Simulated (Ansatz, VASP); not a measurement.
# SnO in VASP and in Ansatz

```
CELL_PARAMETERS angstrom
3.80200 0.00475 0.00000
0.00475 3.80200 0.00000
0.00000 0.00000 4.83600
ATOMIC_POSITIONS crystal
Sn 0.00000 0.50000 0.23850
Sn 0.50000 0.00000 0.76150
O 0.00000 0.00000 0.00000
O 0.50000 0.50000 0.00000
```

Change from the starting cell: strain +0.0025 x Voigt [0, 0, 0, 0, 0, 1], atoms carried along.

Alike in both runs: task single point; functional PBEsol; k mesh 12 × 12 × 10; occupations gaussian, width 0.15 eV; no spin polarisation.

|  | VASP | Ansatz |
| --- | --- | --- |
| version | VASP 6.6.1 | Ansatz 0.2.0 |
| potentials or method | VASP PAW PBE potentials, release 64 (Sn_d, O), cutoff 520 eV | scalar-relativistic, plane waves, PAW |
| valence electrons in the cell | 40 | 40 |

Ansatz gave:

- gap on the k mesh at the Fermi level (eV): none
- pressure (GPa): -0.1
- traceless stress, the component that is largest in VASP (GPa): -0.30
- rms of the force components (eV/Å): 0.025

Problem. Which values does VASP return?

Solution. gap on the k mesh at the Fermi level (eV): none; pressure (GPa): 0.2; traceless stress, the component that is largest in VASP (GPa): -0.29; rms of the force components (eV/Å): 0.060.

VASP's potentials were made for PBE, not for PBEsol. Atom by atom the forces differ by 0.035 eV/Å (rms over components). A gap of «none» marks a metal or a gap that the smearing closes.
